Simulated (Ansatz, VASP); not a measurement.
## One calculation of CdSe, two programs

```xyz
2
Lattice="0.0000 3.1681 2.9122 3.1681 0.0000 2.9122 3.1681 3.1681 0.0000" Properties=species:S:1:pos:R:3 pbc="T T T"
Cd    0.0000    0.0000    0.0000
Se    1.5840    1.5840    1.4561
```

Change from the starting cell: epitaxial_xy strain +3.3%.

Alike in both runs: task single point; functional r2SCAN; k mesh 8 × 8 × 8; no spin polarisation.

```csv
,VASP,Ansatz
version,VASP 6.6.1,Ansatz 0.2.0
potentials or method,"VASP PAW PBE potentials, release 64 (Cd, Se)","plane waves, PAW"
plane-wave cutoff (eV),520,500
occupations,"gaussian, width 0.01 eV",fixed
valence electrons in the cell,18,36
```

|  | VASP | Ansatz | Ansatz less VASP |
| --- | --- | --- | --- |
| gap on the k mesh at the Fermi level (eV) | 0.84 | 0.85 | +0.010 |
| pressure (GPa) | -0.6 | -0.8 | -0.22 |
| traceless stress, the component that is largest in VASP (GPa) | 0.82 | 0.83 | +0.010 |

VASP's potentials were made for PBE, not for r2SCAN. VASP's potentials hold 18 valence electrons a cell and Ansatz's 36, so a difference there can come from the potentials and not from the codes.
